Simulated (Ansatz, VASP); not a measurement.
**One calculation of NaI, two programs**

```
Na I
1.0
     0.16824    3.32267    3.32267
     3.32267    0.16824    3.32267
     3.32267    3.32267    0.16824
Na I
1 1
Direct
  0.00000 0.00000 0.00000
  0.50000 0.50000 0.50000
```

Alike in both runs: task single point; functional PBE; k mesh 8 × 8 × 8; occupations gaussian, width 0.05 eV; no spin polarisation.

|  | VASP | Ansatz |
| --- | --- | --- |
| version | VASP 6.6.1 | Ansatz 0.2.0 |
| potentials or method | VASP PAW PBE potentials, release 64 (Na_pv, I), cutoff 520 eV | scalar-relativistic, plane waves, PAW |
| valence electrons in the cell | 14 | 26 |

|  | VASP | Ansatz | Ansatz less VASP |
| --- | --- | --- | --- |
| gap on the k mesh at the Fermi level (eV) | 3.47 | 3.47 | +0.003 |
| least direct gap on the mesh (eV) | 3.47 | 3.47 | +0.003 |
| pressure (GPa) | 0.4 | 0.4 | -0.01 |
| traceless stress, the component that is largest in VASP (GPa) | -0.41 | -0.41 | -0.001 |

With one functional, cell and mesh, what is left measures potentials, basis and numerics. VASP's potentials hold 14 valence electrons a cell and Ansatz's 26, so a difference there can come from the potentials and not from the codes.

Spin-orbit coupling is off throughout.
